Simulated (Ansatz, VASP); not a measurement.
## Two plane-wave programs on AlN

```
Al N
1.0
    -0.10683    1.92808    1.92808
     1.92808   -0.10683    1.92808
     2.03491    2.03491   -0.21367
Al N
1 1
Direct
  0.50000 0.50000 0.50000
  0.00000 0.00000 0.00000
```

Change from the starting cell: engineering shear strain xz -0.1050, engineering shear strain yz -0.1050.

Alike in both runs: task single point; functional PBE; k mesh 10 × 10 × 10; occupations gaussian, width 0.05 eV; no spin polarisation.

```csv
,VASP,Ansatz
version,VASP 6.6.1,Ansatz 0.2.0
potentials or method,"VASP PAW PBE potentials, release 64 (Al, N), cutoff 520 eV","scalar-relativistic, plane waves, PAW"
valence electrons in the cell,8,8
```

|  | VASP | Ansatz | Ansatz less VASP |
| --- | --- | --- | --- |
| gap on the k mesh at the Fermi level (eV) | 2.16 | 2.17 | +0.009 |
| least direct gap on the mesh (eV) | 3.69 | 3.68 | -0.008 |
| pressure (GPa) | 2.6 | 2.8 | +0.14 |
| traceless stress, the component that is largest in VASP (GPa) | 32.00 | 31.98 | -0.019 |
